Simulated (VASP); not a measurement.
# In3GaAs4 (P-4m2) in VASP: notebook

In3GaAs4 is run at these levels: PBE; tasks: relaxation of cell and atoms, single point.

Program: VASP 6.6.1. These are calculated values, not measurements. Logs are shortened: lines on timing, memory, paths and dates and some standing lists are left out, and cuts for length are marked.

### Step 1. The cell of the first run

Symmetry: P-4m2, No. 115, tetragonal system. Conventional cell: a = 4.334 Å, b = 4.334 Å, c = 12.049 Å, α = 90.00°, β = 90.00°, γ = 90.00°. In (site symmetry 2mm) has 4 As at 2.67 to 2.68 Å within 3.5 Å. Within 3.5 Å of In (site symmetry -4m2) lie 4 As at 2.67 Å. Within 3.4 Å of Ga (site symmetry -4m2) lie 4 As at 2.54 Å. As (site symmetry 2mm) has 2 Ga at 2.54 Å and 2 In at 2.68 Å within 3.4 Å. As (site symmetry 2mm) has 4 In at 2.67 Å within 3.5 Å.

### Step 2. Relaxation of cell and atoms, PBE

INCAR

```
SYSTEM = In3GaAs4
ALGO = Fast
EDIFF = 1E-7
EDIFFG = -0.01
ENCUT = 600
GGA = PE
IBRION = 2
ISIF = 3
ISMEAR = 0
LASPH = .TRUE.
LCHARG = .FALSE.
LREAL = .FALSE.
LWAVE = .FALSE.
NELM = 60
NSW = 100
PREC = Accurate
SIGMA = 0.1
```

KPOINTS

```
k-points
0
G
  8 8 4
  0 0 0
```

POSCAR

```
In3GaAs4
1.0
    4.3336150890      0.0000000000      0.0000000000
    0.0000000000      4.3336150890      0.0000000000
    0.0000000000      0.0000000000     12.0492542840
In Ga As
3 1 4
Direct
    0.5000000000      0.5000000000      0.2403690354
    0.5000000000      0.5000000000      0.7596309646
    0.0000000000      0.0000000000      0.5000000000
    0.0000000000      0.0000000000      0.0000000000
    0.5000000000      0.0000000000      0.1101567548
    0.0000000000      0.5000000000      0.8898432452
    0.0000000000      0.5000000000      0.3701219823
    0.5000000000      0.0000000000      0.6298780177
```

Potentials or basis: VASP PAW PBE potentials, release 64 (In_d, Ga_d, As).

On the command line:

```
$ cat potpaw_PBE.64/In_d/POTCAR potpaw_PBE.64/Ga_d/POTCAR potpaw_PBE.64/As/POTCAR > POTCAR
$ mpirun -np 1 vasp_std > vasp.out
```

OUTCAR:

```text
SYSTEM = In3GaAs4
   EDIFF = 1E-7
   EDIFFG = -0.01
   ENCUT = 600
   GGA = PE
   IBRION = 2
   ISIF = 3
   ISMEAR = 0
   LASPH = .TRUE.
   LREAL = .FALSE.
   NELM = 60
   NSW = 100
   PREC = Accurate

 ion  position               nearest neighbor table
   1  0.500  0.500  0.240-   7 2.67   7 2.67   5 2.68   5 2.68
   2  0.500  0.500  0.760-   8 2.67   8 2.67   6 2.68   6 2.68
   3  0.000  0.000  0.500-   7 2.67   8 2.67   7 2.67   8 2.67
   4  0.000  0.000  0.000-   5 2.54   6 2.54   6 2.54   5 2.54
   5  0.500  0.000  0.110-   4 2.54   4 2.54   1 2.68   1 2.68
   6  0.000  0.500  0.890-   4 2.54   4 2.54   2 2.68   2 2.68
   7  0.000  0.500  0.370-   1 2.67   1 2.67   3 2.67   3 2.67
   8  0.500  0.000  0.630-   2 2.67   2 2.67   3 2.67   3 2.67

  LATTYP: Found a simple tetragonal cell.
 ALAT       =     4.3336150890
 C/A-ratio  =     2.7804163583

  Lattice vectors:

 A1 = (   4.3336150890,   0.0000000000,   0.0000000000)
 A2 = (   0.0000000000,   4.3336150890,   0.0000000000)
 A3 = (   0.0000000000,   0.0000000000,  12.0492542840)

Analysis of symmetry for initial positions (statically):
=====================================================================
 Subroutine PRICEL returns:
 Original cell was already a primitive cell.

 Routine SETGRP: Setting up the symmetry group for a
 simple tetragonal supercell.

 Subroutine GETGRP returns: Found  8 space group operations
 (whereof  8 operations were pure point group operations)
 out of a pool of 16 trial point group operations.

The static configuration has the point symmetry D_2d.

Analysis of symmetry for dynamics (positions and initial velocities):
=====================================================================
 Subroutine PRICEL returns:
 Original cell was already a primitive cell.

 Routine SETGRP: Setting up the symmetry group for a
 simple tetragonal supercell.

 Subroutine GETGRP returns: Found  8 space group operations
 (whereof  8 operations were pure point group operations)
 out of a pool of 16 trial point group operations.

The dynamic configuration has the point symmetry D_2d.

 Subroutine INISYM returns: Found  8 space group operations
 (whereof  8 operations are pure point group operations),
 and found     1 'primitive' translations

----------------------------------------------------------------------------------------
[... 121 lines left out ...]
   EFERMI_NEDOS =   21; number of points for ismear=-14 and -15
   IALGO  =     68    algorithm
   IMIX   =      4    mixing-type and parameters
     AMIX     =   0.40;   BMIX     =  1.00
     AMIX_MAG =   1.60;   BMIX_MAG =  1.00
  volume/ion in A,a.u.               =      28.29       190.88
  Fermi-wavevector in a.u.,A,eV,Ry     =   1.117632  2.112018 16.995046  1.249101
  Thomas-Fermi vector in A             =   2.254256
   LORBIT       =      0    0 simple, 1 ext, 2 COOP (PROOUT), +10 PAW based schemes
   GGA     = PE    functional components
   LHFCALC =     F    Hartree Fock is set to
   AEXX    =    0.0000 exact exchange contribution
   IVDW    =     0    specifies the selected vdW correction
   LEPSILON=     F    determine dielectric tensor
   LRPA    =     F    only Hartree local field effects (RPA)
 conjugate gradient relaxation of ions
 non-spin polarized calculation
 RMM-DIIS sequential band-by-band and
 Gauss-broadening in eV      SIGMA  =   0.10
  energy-cutoff  :      600.00
  volume of cell :      226.29
 maximum number of plane-waves:      7592
 NGX is ok and might be reduce to    36
   NGX = 17   NGY = 17   NGZ = 49

--------------------------------------- Ionic step        1  -------------------------------------------

 number of electron      72.0000005 magnetization

 Free energy of the ion-electron system (eV)
  ---------------------------------------------------
  ext. energy  EPLUGINS =         0.00000000
  ---------------------------------------------------
  free energy    TOTEN  =       -31.29987954 eV

  energy without entropy =      -31.29901087  energy(sigma->0) =      -31.29944520

------------------------ aborting loop because EDIFF is reached ----------------------------------------

  FORCE on cell =-STRESS in cart. coord.  units (eV):
  Direction    XX          YY          ZZ          XY          YZ          ZX
  --------------------------------------------------------------------------------------
  -------------------------------------------------------------------------------------
  Total       -0.7802670     -0.7802670      0.2828777      0.0000000      0.0000000      0.0000000
  in kB       -5.5245004     -5.5245004      2.0028502      0.0000000      0.0000000      0.0000000
  external PRESSURE =      -3.0153835 kB  Pullay stress =       0.0000000 kB
[... 107 lines left out ...]
  FREE ENERGIE OF THE ION-ELECTRON SYSTEM (eV)
  ---------------------------------------------------
  free  energy   TOTEN  =       -31.3063854565 eV

  energy  without entropy=      -31.3055246016  energy(sigma->0) =      -31.30595503

[... ionic steps 4 to 12 ...]

--------------------------------------- Ionic step       13  -------------------------------------------

 number of electron      72.0000024 magnetization

------------------------ aborting loop because EDIFF is reached ----------------------------------------
[... 79 lines left out ...]
--------------------------------------- Ionic step       15  -------------------------------------------

 number of electron      72.0000024 magnetization

 Free energy of the ion-electron system (eV)
  ---------------------------------------------------
  ext. energy  EPLUGINS =         0.00000000
  ---------------------------------------------------
  free energy    TOTEN  =       -31.31099818 eV

  energy without entropy =      -31.31016025  energy(sigma->0) =      -31.31057921

 E-fermi :   3.8451     XC(G=0):  -8.9267

 val. band max:        3.8037610653   @ k =   0.0000   0.0000   0.0000
 cond. band min:       4.3913028538   @ k =   0.5000   0.0000   0.0000
 fundamental gap:      0.5875417885
 Fermi energy:         3.8451452734

 k-point     1 :       0.0000    0.0000    0.0000
  band No.  band energies     occupation
      1     -11.0022      2.00000
      2     -10.9604      2.00000
      3     -10.9604      2.00000
      4     -10.9372      2.00000
      5     -10.8984      2.00000
      6     -10.6314      2.00000
[... 1093 lines left out ...]
     42       7.9128      0.00000
     43       8.0089      0.00000

 [... further k-points ...]
[... 5 lines left out ...]
  --------------------------------------------------------------------------------------
  -------------------------------------------------------------------------------------
  Total       -0.0017744     -0.0017744     -0.0370643      0.0000000      0.0000000     -0.0000000
  in kB       -0.0126383     -0.0126383     -0.2639947      0.0000000      0.0000000     -0.0000000
  external PRESSURE =      -0.0964238 kB  Pullay stress =       0.0000000 kB
[... 23 lines left out ...]
  FREE ENERGIE OF THE ION-ELECTRON SYSTEM (eV)
  ---------------------------------------------------
  free  energy   TOTEN  =       -31.3109981767 eV

  energy  without entropy=      -31.3101602508  energy(sigma->0) =      -31.31057921

 reached required accuracy - stopping structural energy minimisation
```

OSZICAR:

```text
N       E                     dE             d eps       ncg     rms          rms(c)
DAV:   1     0.702504070243E+03    0.70250E+03   -0.35046E+04  4014   0.213E+03
DAV:   2     0.765625404467E+02   -0.62594E+03   -0.61468E+03  3966   0.529E+02
DAV:   3    -0.253506691700E+02   -0.10191E+03   -0.99121E+02  4456   0.208E+02
[... 234 lines left out ...]
RMM:   5    -0.313109977264E+02   -0.59983E-06   -0.71424E-06  5503   0.173E-02    0.783E-03
RMM:   6    -0.313109980209E+02   -0.29453E-06   -0.21150E-06  4637   0.881E-03    0.123E-02
RMM:   7    -0.313109980356E+02   -0.14657E-07   -0.10066E-06  4022   0.842E-03    0.485E-03
RMM:   8    -0.313109981535E+02   -0.11794E-06   -0.71751E-07  3534   0.581E-03    0.400E-03
RMM:   9    -0.313109981767E+02   -0.23160E-07   -0.19506E-07  2405   0.270E-03
  15 F= -.31310998E+02 E0= -.31310579E+02  d E =-.315246E-04
```

Run time: 2 h. Hardware: 1 thread of Oxide Virtual Turin-like, shared host; peak memory 0.69 GiB.

What came out:

```yaml
Free_energy: -31.3110 eV
Relaxed_volume: 28.12 Å³/atom
Relaxed_cell: a = 4.293 Å, b = 4.293 Å, c = 12.204 Å, α = 90.00°, β = 90.00°, γ = 90.00°
Space_group_after_relaxing_to_0.1_Å: P-4m2 (No. 115)
Energy_gained_by_relaxing: 1.4 meV/atom
Ionic_steps: 15
Pressure_after_relaxing: 0.0 GPa
Largest_force_after_relaxing: 0.004 eV/Å
Band_gap_on_the_k_mesh: zero (filled and empty bands touch)
```

Forces in eV/Å, atoms in the order of the input:
```
In   0.000  0.000  0.002
In   0.000  0.000 -0.002
In   0.000  0.000  0.000
Ga   0.000  0.000  0.000
As   0.000  0.000  0.001
As   0.000  0.000 -0.001
As   0.000  0.000 -0.004
As   0.000  0.000  0.004
```

The path:
```
step  energy change (eV)  largest force (eV/Å)  pressure (GPa)  volume (Å³)
   1              0.0000                0.0916           -0.30       226.29
   2             -0.0059                0.0533            0.11       224.55
   3             -0.0065                0.0419            0.21       224.03
   4             -0.0061                0.0457            0.44       223.01
   5             -0.0066                0.0426            0.25       223.72
   6             -0.0099                0.0357            0.12       224.48
   7             -0.0107                0.0307           -0.03       225.05
   8             -0.0109                0.0183            0.02       224.92
   9             -0.0110                0.0159            0.03       224.84
  10             -0.0110                0.0148            0.06       224.69
  11             -0.0110                0.0132            0.03       224.76
  12             -0.0110                0.0133            0.05       224.73
  13             -0.0111                0.0107           -0.01       224.98
  14             -0.0111                0.0104           -0.02       225.00
  15             -0.0111                0.0040           -0.01       224.94
```

Final structure:
```
CELL_PARAMETERS angstrom
4.29331 0.00000 0.00000
0.00000 4.29331 0.00000
0.00000 0.00000 12.20360
ATOMIC_POSITIONS crystal
In 0.50000 0.50000 0.24157
In 0.50000 0.50000 0.75843
In 0.00000 0.00000 0.50000
Ga 0.00000 0.00000 0.00000
As 0.50000 0.00000 0.11156
As 0.00000 0.50000 0.88844
As 0.00000 0.50000 0.37079
As 0.50000 0.00000 0.62921
```

Caveat: semilocal functionals underestimate gaps, and a narrow one can read as zero; spin-orbit coupling is left out, which moves the levels of the heavy elements.

### Step 3. Single point, PBE

This run uses another cell than the first one, of 28.07 Å³/atom.

INCAR

```
  PREC = Accurate
  ENCUT = 520
  EDIFF = 1E-7
  ISMEAR = 0
  SIGMA = 0.1
  LREAL = F
  LASPH = T
  NELM = 60
  ALGO = Fast
  ISIF = 2
  LWAVE = F
  LCHARG = F
  GGA = PE
  NBANDS = 46
```

KPOINTS

```
Automatic mesh
0
Gamma
  8 8 4
```

POSCAR

```
In3GaAs4
1.0
    4.2918683954      0.0000000000      0.0000000000
    0.0000000000      4.2918683954      0.0000000000
    0.0000000000      0.0000000000     12.1924857535
In Ga As
3 1 4
Direct
    0.5000000000      0.5000000000      0.2415252723
    0.5000000000      0.5000000000      0.7584747277
    0.0000000000      0.0000000000      0.5000000000
    0.0000000000      0.0000000000      0.0000000000
    0.5000000000      0.0000000000      0.1114645574
    0.0000000000      0.5000000000      0.8885354426
    0.0000000000      0.5000000000      0.3707350799
    0.5000000000      0.0000000000      0.6292649201
```

Potentials or basis: VASP PAW PBE potentials, release 64 (In_d, Ga_d, As).

On the command line:

```
$ cat potpaw_PBE.64/In_d/POTCAR potpaw_PBE.64/Ga_d/POTCAR potpaw_PBE.64/As/POTCAR > POTCAR
$ mpirun -np 1 vasp_std > vasp.out
```

OUTCAR:

```text
PREC = Accurate
   ENCUT = 520
   EDIFF = 1E-7
   ISMEAR = 0
   LREAL = F
   LASPH = T
   NELM = 60
   ISIF = 2
   GGA = PE

 ion  position               nearest neighbor table
   1  0.500  0.500  0.242-   7 2.66   7 2.66   5 2.67   5 2.67
   2  0.500  0.500  0.758-   8 2.66   8 2.66   6 2.67   6 2.67
   3  0.000  0.000  0.500-   7 2.66   8 2.66   7 2.66   8 2.66
   4  0.000  0.000  0.000-   5 2.54   6 2.54   6 2.54   5 2.54
   5  0.500  0.000  0.111-   4 2.54   4 2.54   1 2.67   1 2.67
   6  0.000  0.500  0.889-   4 2.54   4 2.54   2 2.67   2 2.67
   7  0.000  0.500  0.371-   1 2.66   1 2.66   3 2.66   3 2.66
   8  0.500  0.000  0.629-   2 2.66   2 2.66   3 2.66   3 2.66

  LATTYP: Found a simple tetragonal cell.
 ALAT       =     4.2918683954
 C/A-ratio  =     2.8408340215

  Lattice vectors:

 A1 = (   4.2918683954,   0.0000000000,   0.0000000000)
 A2 = (   0.0000000000,   4.2918683954,   0.0000000000)
 A3 = (   0.0000000000,   0.0000000000,  12.1924857535)

Analysis of symmetry for initial positions (statically):
=====================================================================
 Subroutine PRICEL returns:
 Original cell was already a primitive cell.

 Routine SETGRP: Setting up the symmetry group for a
 simple tetragonal supercell.

 Subroutine GETGRP returns: Found  8 space group operations
 (whereof  8 operations were pure point group operations)
 out of a pool of 16 trial point group operations.

The static configuration has the point symmetry D_2d.

Analysis of symmetry for dynamics (positions and initial velocities):
=====================================================================
 Subroutine PRICEL returns:
 Original cell was already a primitive cell.

 Routine SETGRP: Setting up the symmetry group for a
 simple tetragonal supercell.

[... 132 lines left out ...]
   EFERMI_NEDOS =   21; number of points for ismear=-14 and -15
   IALGO  =     68    algorithm
   IMIX   =      4    mixing-type and parameters
     AMIX     =   0.40;   BMIX     =  1.00
     AMIX_MAG =   1.60;   BMIX_MAG =  1.00
  volume/ion in A,a.u.               =      28.07       189.45
  Fermi-wavevector in a.u.,A,eV,Ry     =   1.120445  2.117335 17.080721  1.255398
  Thomas-Fermi vector in A             =   2.257092
   LORBIT       =      0    0 simple, 1 ext, 2 COOP (PROOUT), +10 PAW based schemes
   GGA     = PE    functional components
   LHFCALC =     F    Hartree Fock is set to
   AEXX    =    0.0000 exact exchange contribution
   IVDW    =     0    specifies the selected vdW correction
   LEPSILON=     F    determine dielectric tensor
   LRPA    =     F    only Hartree local field effects (RPA)
 non-spin polarized calculation
 RMM-DIIS sequential band-by-band and
 Gauss-broadening in eV      SIGMA  =   0.10
  energy-cutoff  :      520.00
  volume of cell :      224.59
 maximum number of plane-waves:      6128
 NGX is ok and might be reduce to    32
   NGX = 15   NGY = 15   NGZ = 45

 number of electron      72.0000030 magnetization

 Free energy of the ion-electron system (eV)
  ---------------------------------------------------
  ext. energy  EPLUGINS =         0.00000000
  ---------------------------------------------------
  free energy    TOTEN  =       -31.31092328 eV

  energy without entropy =      -31.31008533  energy(sigma->0) =      -31.31050431

 E-fermi :   3.8591     XC(G=0):  -8.9336

 val. band max:        3.8177301991   @ k =   0.0000   0.0000   0.0000
 cond. band min:       4.4084465444   @ k =   0.5000   0.0000   0.0000
 fundamental gap:      0.5907163453
 Fermi energy:         3.8590528452

 k-point     1 :       0.0000    0.0000    0.0000
  band No.  band energies     occupation
      1     -10.9904      2.00000
      2     -10.9484      2.00000
      3     -10.9484      2.00000
      4     -10.9251      2.00000
      5     -10.8858      2.00000
      6     -10.6199      2.00000
[... 1165 lines left out ...]
     45       8.8209      0.00000
     46       8.9162      0.00000

 [... further k-points ...]
[... 5 lines left out ...]
  --------------------------------------------------------------------------------------
  -------------------------------------------------------------------------------------
  Total        0.0989836      0.0989836      0.1031474      0.0000000      0.0000000      0.0000000
  in kB        0.7061364      0.7061364      0.7358408      0.0000000      0.0000000      0.0000000
  external PRESSURE =       0.7160378 kB  Pullay stress =       0.0000000 kB

 VOLUME and BASIS-vectors are now :
 -----------------------------------------------------------------------------
  energy-cutoff  :      520.00
  volume of cell :      224.59
      direct lattice vectors                 reciprocal lattice vectors
     4.291868395  0.000000000  0.000000000     0.232998757  0.000000000  0.000000000
     0.000000000  4.291868395  0.000000000     0.000000000  0.232998757  0.000000000
     0.000000000  0.000000000 12.192485753     0.000000000  0.000000000  0.082017730

 POSITION                                       TOTAL-FORCE (eV/Angst)
 -----------------------------------------------------------------------------------
      2.14593      2.14593      2.94479         0.000000      0.000000     -0.001238
      2.14593      2.14593      9.24769         0.000000     -0.000000      0.001238
      0.00000      0.00000      6.09624         0.000000     -0.000000      0.000000
      0.00000      0.00000      0.00000        -0.000000     -0.000000      0.000000
      2.14593      0.00000      1.35903         0.000000     -0.000000      0.007561
      0.00000      2.14593     10.83346         0.000000     -0.000000     -0.007561
      0.00000      2.14593      4.52018         0.000000     -0.000000     -0.000304
      2.14593      0.00000      7.67230         0.000000     -0.000000      0.000304
 -----------------------------------------------------------------------------------
    total drift:                                0.000000     -0.000000      0.000000

  FREE ENERGIE OF THE ION-ELECTRON SYSTEM (eV)
  ---------------------------------------------------
  free  energy   TOTEN  =       -31.3109232781 eV

  energy  without entropy=      -31.3100853347  energy(sigma->0) =      -31.31050431
```

OSZICAR:

```text
N       E                     dE             d eps       ncg     rms          rms(c)
DAV:   1     0.677703618690E+03    0.67770E+03   -0.32307E+04  4256   0.183E+03
DAV:   2     0.713024864498E+02   -0.60640E+03   -0.58950E+03  4224   0.485E+02
DAV:   3    -0.260076450832E+02   -0.97310E+02   -0.94782E+02  4880   0.192E+02
[... 17 lines left out ...]
RMM:  21    -0.313109227267E+02    0.62288E-06   -0.47184E-06  5552   0.109E-02    0.456E-03
RMM:  22    -0.313109228932E+02   -0.16648E-06   -0.14877E-06  5466   0.624E-03    0.501E-03
RMM:  23    -0.313109231560E+02   -0.26278E-06   -0.71154E-07  4293   0.383E-03    0.260E-03
RMM:  24    -0.313109232611E+02   -0.10516E-06   -0.34359E-07  3906   0.376E-03    0.104E-03
RMM:  25    -0.313109232781E+02   -0.16975E-07   -0.15908E-07  3543   0.200E-03
   1 F= -.31310923E+02 E0= -.31310504E+02  d E =-.837943E-03
```

stdout:

```text
POSCAR found type information on POSCAR InGaAs
 POSCAR found :  3 types and       8 ions
 scaLAPACK will be used
 LDA part: xc-table for (Slater+PW92), standard interpolation
 POSCAR, INCAR and KPOINTS ok, starting setup
 FFT: planning ... GRIDC
 FFT: planning ... GRID_SOFT
 FFT: planning ... GRID
 WAVECAR not read
 entering main loop
WARNING in EDDRMM: call to ZHEGV failed, returncode =   6  3     44
WARNING in EDDRMM: call to ZHEGV failed, returncode =   8  4     46
```

It took 31 min on 1 thread of Oxide Virtual Turin-like, shared host; peak memory 0.53 GiB.

What came out:

```yaml
Free_energy: -31.3109 eV
Pressure: 0.1 GPa
Largest_force: 0.008 eV/Å
Band_gap_on_the_k_mesh: zero (filled and empty bands touch)
```

Forces on the atoms (eV/Å):
```
In   0.000  0.000 -0.001
In   0.000  0.000  0.001
In   0.000  0.000  0.000
Ga   0.000  0.000  0.000
As   0.000  0.000  0.008
As   0.000  0.000 -0.008
As   0.000  0.000  0.000
As   0.000  0.000  0.000
```

Caveat: semilocal functionals underestimate gaps, and a narrow one can read as zero; spin-orbit coupling is left out, which moves the levels of the heavy elements.

The gap in the log of VASP goes by the Fermi energy; the results here count the filled bands.